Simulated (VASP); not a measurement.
## W: single point with PBE

The system is W.

```xyz
1
Lattice="-1.5971 1.5600 1.5600 1.5600 -1.5971 1.5600 1.5600 1.5600 -1.5971" Properties=species:S:1:pos:R:3 pbc="T T T"
W     0.0000    0.0000    0.0000
```

```json
{
 "Program": "VASP 6.6.1",
 "Task": "single point",
 "Functional": "PBE",
 "Potentials or basis": "VASP PAW PBE potentials, release 64 (W_sv)",
 "Cutoff": "520 eV",
 "k mesh": "20 × 20 × 20",
 "Occupations": "gaussian, width 0.15 eV",
 "Spin": "no spin polarisation"
}
```

The pressure is 22.2 GPa and the band gap on the k mesh is zero (bands 7 and 8 overlap by 6.41 eV).

Stress tensor (GPa, compression positive):
```
22.15  4.69  4.69
 4.69 22.15  4.69
 4.69  4.69 22.15
```

Levels at points of the mesh, in eV from the Fermi level:
| k point | band 3 | band 4 | band 5 | band 6 | band 7 | band 8 | band 9 | band 10 | band 11 | band 12 |
| --- | --- | --- | --- | --- | --- | --- | --- | --- | --- | --- |
| (0.00, 0.00, 0.00) | -37.72 | -37.59 | -9.93 | -1.81 | -1.17 | -1.17 | 2.35 | 2.35 | 14.11 | 14.80 |
| (0.50, 0.00, 0.00) | -38.20 | -37.72 | -6.60 | -3.78 | 1.00 | 2.07 | 3.04 | 6.62 | 11.36 | 12.17 |
| (0.50, 0.50, 0.00) | -38.12 | -37.64 | -6.64 | -3.93 | 0.58 | 2.43 | 3.48 | 6.32 | 11.40 | 11.71 |
| (0.50, 0.50, 0.50) | -38.66 | -38.66 | -6.25 | -6.25 | 5.15 | 5.15 | 5.97 | 8.39 | 8.39 | 8.91 |

Run time: 110 s on 1 thread of Intel(R) Xeon(R) 6975P-C (Granite Rapids) (shared host), peak memory 0.24 GiB.

Caveat: the cell stands under pressure; spin-orbit coupling is left out, which moves the levels of the heavy elements.
